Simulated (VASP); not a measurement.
Ag:

```
Ag
1.0
     0.00000    2.05628    2.05628
     2.05628    0.00000    2.05628
     2.05628    2.05628    0.00000
Ag
1
Direct
  0.00000 0.00000 0.00000
```

Base run:

| Item | Value |
| --- | --- |
| Program | VASP 6.6.1 |
| Functional | r2SCAN |
| Potentials or basis | VASP PAW PBE potentials, release 64 (Ag) |
| Cutoff | 520 eV |
| k mesh | 11 × 11 × 11 |
| Occupations | fermi-dirac, width 0.05 eV |
| Spin | no spin polarisation |

Its results: pressure -0.7 GPa.

Question: After a change of settings the same cell gave: pressure -2.3 GPa. Which change was it?
A. functional from r2SCAN to LDA; potentials or basis from VASP PAW PBE potentials, release 64 (Ag) to VASP PAW LDA potentials, release 64 (Ag)
B. functional from r2SCAN to revPBE; further incar settings from ALGO = Normal; EDIFF = 1e-06; NBANDS = 12 to ALGO = Normal; EDIFF = 1e-07; NBANDS = 12
C. dispersion from none to D4
D. functional from r2SCAN to PBE-based screened hybrid; k mesh from 11 × 11 × 11 to 6 × 6 × 6

Answer: C.

Dispersion adds attraction, which lowers the pressure at fixed volume and, as a term added to the energy, leaves the levels alone.

Caveats: the PAW data sets were made with another functional, which shifts forces and pressure a little; pairwise dispersion overbinds metals, which lowers pressure and volume (some runs).
